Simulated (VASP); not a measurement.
# Ag (C2/m) in VASP: notebook, part 2 of 2

VASP 6.6.1.

### Step 3. Electric field gradients, r2SCAN (shortest bond scaled by 0.58)

Input file POSCAR:

```
Ag
1.0
    2.9401015088      0.0000000000      0.0000000000
   -1.4700507544      2.5462025963      0.0000000000
    0.0000000000      0.0000000000      4.7629644442
Ag
2
Direct
    0.1933333333      0.5966666667      0.1450000000
    0.8066666667      0.4033333333      0.8550000000
```

Input file INCAR.step1:

```
ALGO = Normal
EDIFF = 1E-5
ENCUT = 510
GGA = PE
GGA_COMPAT = False
ISMEAR = -1
LASPH = True
LCHARG = False
LREAL = False
LWAVE = True
NBANDS = 26
NELM = 120
PREC = Accurate
SIGMA = 0.05
```

Input file INCAR.step2:

```
ALGO = Normal
EDIFF = 1E-8
ENCUT = 510
GGA_COMPAT = False
ISIF = 2
ISMEAR = -1
ISTART = 1
LASPH = True
LCHARG = False
LEFG = True
LMIXTAU = True
LREAL = False
LWAVE = False
METAGGA = R2SCAN
NBANDS = 26
NELM = 120
PREC = Accurate
SIGMA = 0.05
```

Input file KPOINTS:

```
k-points
0
Gamma
  12 12 6
```

Potentials or basis: VASP PAW PBE potentials, release 64 (Ag_sv_GW).

On the command line:

```sh
$ cat potpaw_PBE.64/Ag_sv_GW/POTCAR > POTCAR
$ cp INCAR.step1 INCAR
$ mpirun -np 1 vasp_std > vasp.out
$ cp INCAR.step2 INCAR
$ mpirun -np 1 vasp_std > vasp.out
```

OUTCAR:

```text
EDIFF = 1E-8
   ENCUT = 510
   ISIF = 2
   ISMEAR = -1
   ISTART = 1
   LASPH = True
   LREAL = False
   METAGGA = R2SCAN
   NELM = 120
   PREC = Accurate

 ion  position               nearest neighbor table
   1  0.193  0.597  0.145-   2 1.70   2 2.55   2 2.55
   2  0.807  0.403  0.855-   1 1.70   1 2.55   1 2.55

  LATTYP: Found a hexagonal cell.
 ALAT       =     2.9401015088
 C/A-ratio  =     1.6200000000

  Lattice vectors:

 A1 = (   2.9401015088,   0.0000000000,   0.0000000000)
 A2 = (  -1.4700507544,   2.5462025963,   0.0000000000)
 A3 = (   0.0000000000,   0.0000000000,   4.7629644442)

Analysis of symmetry for initial positions (statically):
=====================================================================
 Subroutine PRICEL returns:
 Original cell was already a primitive cell.

 Routine SETGRP: Setting up the symmetry group for a
 hexagonal supercell.

 Subroutine GETGRP returns: Found  4 space group operations
 (whereof  4 operations were pure point group operations)
 out of a pool of 24 trial point group operations.

The static configuration has the point symmetry C_2h.

Analysis of symmetry for dynamics (positions and initial velocities):
=====================================================================
 Subroutine PRICEL returns:
 Original cell was already a primitive cell.

 Routine SETGRP: Setting up the symmetry group for a
 hexagonal supercell.

 Subroutine GETGRP returns: Found  4 space group operations
 (whereof  4 operations were pure point group operations)
 out of a pool of 24 trial point group operations.

The dynamic configuration has the point symmetry C_2h.

[... 147 lines left out ...]

 val. band max:        7.0623241706   @ k =   0.0833   0.0000   0.1667
 cond. band min:       7.0762215684   @ k =  -0.2500   0.2500   0.3333
 fundamental gap:      0.0138973978
 Fermi energy:         7.0727166087

 k-point     1 :       0.0000    0.0000    0.0000
  band No.  band energies     occupation
      1     -89.8369      2.00000
      2     -88.3096      2.00000
      3     -55.1361      2.00000
      4     -51.7285      2.00000
      5     -51.7224      2.00000
      6     -51.0793      2.00000
[... 685 lines left out ...]
     25      20.0182      0.00000
     26      22.5697      0.00000

 [... further k-points ...]
[... 5 lines left out ...]
  --------------------------------------------------------------------------------------
  -------------------------------------------------------------------------------------
  Total       27.7247641     10.9350461     65.5767727     14.5403223     21.8875606     37.9103144
  in kB     1245.7928126    491.3586202   2946.6462472    653.3591761    983.5021722   1703.4733663
  external PRESSURE =    1561.2658933 kB  Pullay stress =       0.0000000 kB

 VOLUME and BASIS-vectors are now :
 -----------------------------------------------------------------------------
  energy-cutoff  :      510.00
  volume of cell :       35.66
      direct lattice vectors                 reciprocal lattice vectors
     2.940101509  0.000000000  0.000000000     0.340124311  0.196370863  0.000000000
    -1.470050754  2.546202596  0.000000000     0.000000000  0.392741725  0.000000000
     0.000000000  0.000000000  4.762964444     0.000000000  0.000000000  0.209953278

 POSITION                                       TOTAL-FORCE (eV/Angst)
 -----------------------------------------------------------------------------------
     -0.30871      1.51923      0.69063        27.493288     15.873257     49.297297
      1.77876      1.02697      4.07233       -27.493288    -15.873257    -49.297297
 -----------------------------------------------------------------------------------
    total drift:                                0.000000      0.000000     -0.000000

  FREE ENERGIE OF THE ION-ELECTRON SYSTEM (eV)
  ---------------------------------------------------
  free  energy   TOTEN  =       -24.1745291549 eV

  energy  without entropy=      -24.1713876997  energy(sigma->0) =      -24.17295843

 Electric field gradients (V/A^2)
---------------------------------------------------------------------
 ion       V_xx      V_yy      V_zz      V_xy      V_xz      V_yz
---------------------------------------------------------------------
   1     -49.423   -49.126    98.549    -0.265    41.720    24.087
   2     -49.423   -49.126    98.549    -0.265    41.720    24.087
---------------------------------------------------------------------

 Electric field gradients after diagonalization (V/A^2)
 (convention: |V_zz| > |V_xx| > |V_yy|)
----------------------------------------------------------------------
 ion       V_xx      V_yy      V_zz     asymmetry (V_yy - V_xx)/ V_zz
----------------------------------------------------------------------
   1     -63.867   -48.971   112.838       0.132
   2     -63.867   -48.971   112.838       0.132
----------------------------------------------------------------------

           NMR quadrupolar parameters

 Cq : quadrupolar parameter    Cq=e*Q*V_zz/h
 eta: asymmetry parameters     (V_yy - V_xx)/ V_zz
 Q  : nuclear electric quadrupole moment in mb (millibarn)
----------------------------------------------------------------------
 ion       Cq(MHz)       eta       Q (mb)
----------------------------------------------------------------------
   1       0.273       0.132       1.000
   2       0.273       0.132       1.000
----------------------------------------------------------------------
```

OUTCAR.step1:

```text
EDIFF = 1E-5
   ENCUT = 510
   GGA = PE
   ISMEAR = -1
   LASPH = True
[... 918 lines left out ...]
     -0.30871      1.51923      0.69063        27.406558     15.823184     49.402722
      1.77876      1.02697      4.07233       -27.406558    -15.823184    -49.402722
 -----------------------------------------------------------------------------------
    total drift:                                0.000000      0.000000     -0.000000

  FREE ENERGIE OF THE ION-ELECTRON SYSTEM (eV)
  ---------------------------------------------------
  free  energy   TOTEN  =        13.2066532830 eV

  energy  without entropy=       13.2097866584  energy(sigma->0) =       13.20821997
```

Wall time 11 min (1 thread of AMD EPYC 9R45 (Zen 5), shared host); peak memory 0.31 GiB.

What came out:

```
Free energy                             : -24.1745 eV
Pressure                                : 156.1 GPa
Largest force                           : 58.635 eV/Å
Band gap on the k mesh                  : zero (bands 19 and 20 overlap by 4.98 eV)
Largest electric field gradient by atom : Ag +112.8 V/Å²
```

Forces on the atoms (eV/Å):
```
Ag   27.493  15.873  49.297
Ag  -27.493 -15.873 -49.297
```

Levels at points of the mesh, in eV from the Fermi level:
```csv
k point,band 16,band 17,band 18,band 19,band 20,band 21,band 22,band 23
"(0.00, 0.00, 0.00)",-3.87,-3.13,-2.34,-1.56,1.87,2.17,15.28,15.62
"(0.50, 0.00, 0.00)",-4.04,-4.01,-2.33,-0.67,1.63,5.76,6.72,10.54
"(0.00, 0.50, 0.00)",-3.40,-2.74,-1.28,-1.10,1.84,6.35,7.63,9.90
"(0.00, 0.00, 0.50)",-3.82,-3.82,-2.32,-2.20,-0.90,8.40,13.47,15.61
"(0.50, 0.00, 0.50)",-3.91,-3.30,-2.41,-0.03,1.68,4.12,4.47,11.75
"(0.00, 0.50, 0.50)",-3.42,-2.50,-1.22,-0.19,2.76,3.04,4.86,12.27
```

Electric field gradients, principal values (V/Å²):
| atom | least | middle | greatest (by size) |
| --- | --- | --- | --- |
| 1 Ag | -48.971 | -63.867 | 112.838 |
| 2 Ag | -48.971 | -63.867 | 112.838 |

Caveat: the cell differs from its parent crystal (shortest bond scaled by 0.58); atoms lie so close that the PAW spheres overlap strongly, which falsifies energies and pressures; the stress differs along the axes, from 49 to 295 GPa; without QUAD_EFG the Cq values of the log hold for a quadrupole moment of 1 mb, not for the nuclei; the PAW data sets were made with another functional, which shifts forces and pressure a little.

The gap in the log of VASP goes by the Fermi energy; the results here count the filled bands.